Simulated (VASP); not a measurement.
Set up this calculation in VASP 6.6.1, as the native input.

```yaml
Task: relaxation of cell and atoms
Functional: PBE
Potentials_or_basis: VASP PAW PBE potentials, release 64 (Si, W_sv)
Cutoff: 600 eV
k_mesh: 12 × 12 × 6
Occupations: gaussian, width 0.1 eV
Spin: no spin polarisation
Dipole_correction: no
Further_INCAR_settings: ALGO = Normal; EDIFF = 1e-06; IBRION = 2; EDIFFG = -0.01; NSW = 100; ISIF = 3
```

The structure of Si2W lies in POSCAR:

```
Si2W
1.0
    4.6159028402      0.0000000000      0.0000000000
   -2.3079514201      3.9974891210      0.0000000000
    0.0000000000      0.0000000000      6.6414669980
Si W
6 3
Direct
    0.1637521898      0.3275043796      0.0000000000
    0.6724956204      0.8362478102      0.3333333333
    0.1637521898      0.8362478102      0.6666666667
    0.3275043796      0.1637521898      0.3333333333
    0.8362478102      0.6724956204      0.0000000000
    0.8362478102      0.1637521898      0.6666666667
    0.5000000000      0.0000000000      0.0000000000
    0.0000000000      0.5000000000      0.3333333333
    0.5000000000      0.5000000000      0.6666666667
```

The input as run:

INCAR

```
SYSTEM = Si2W
ALGO = Normal ; EDIFF = 1E-6
EDIFFG = -0.01 ; ENCUT = 600
GGA = PE ; IBRION = 2
ISIF = 3 ; ISMEAR = 0
LASPH = .TRUE. ; LCHARG = .FALSE.
LREAL = .FALSE. ; LWAVE = .FALSE.
NELM = 100 ; NSW = 100
PREC = Accurate ; SIGMA = 0.1
```

KPOINTS

```
k-points
0
G
  12 12 6
  0 0 0
```

Potentials or basis: VASP PAW PBE potentials, release 64 (Si, W_sv).

Command:

```sh
$ cat potpaw_PBE.64/Si/POTCAR potpaw_PBE.64/W_sv/POTCAR > POTCAR
$ mpirun -np 1 vasp_std > vasp.out
```

Results of the run:

- Relaxed volume: 13.63 Å³/atom
- Relaxed cell: a = 4.616 Å, b = 4.616 Å, c = 6.646 Å, α = 90.00°, β = 90.00°, γ = 120.00°
- Space group after relaxing (to 0.1 Å): P6_422 (No. 181)
- Energy gained by relaxing: 0.0 meV/atom
- Ionic steps: 3
- Pressure after relaxing: -0.1 GPa
- Largest force after relaxing: 0.009 eV/Å
- Band gap on the k mesh: 0.01 eV (least direct gap 0.64 eV)

Caveat: spin-orbit coupling is left out, which moves the levels of the heavy elements.

Wall time 20 min on 1 thread of Oxide Virtual Turin-like Processor (shared host), peak memory 0.5 GiB.
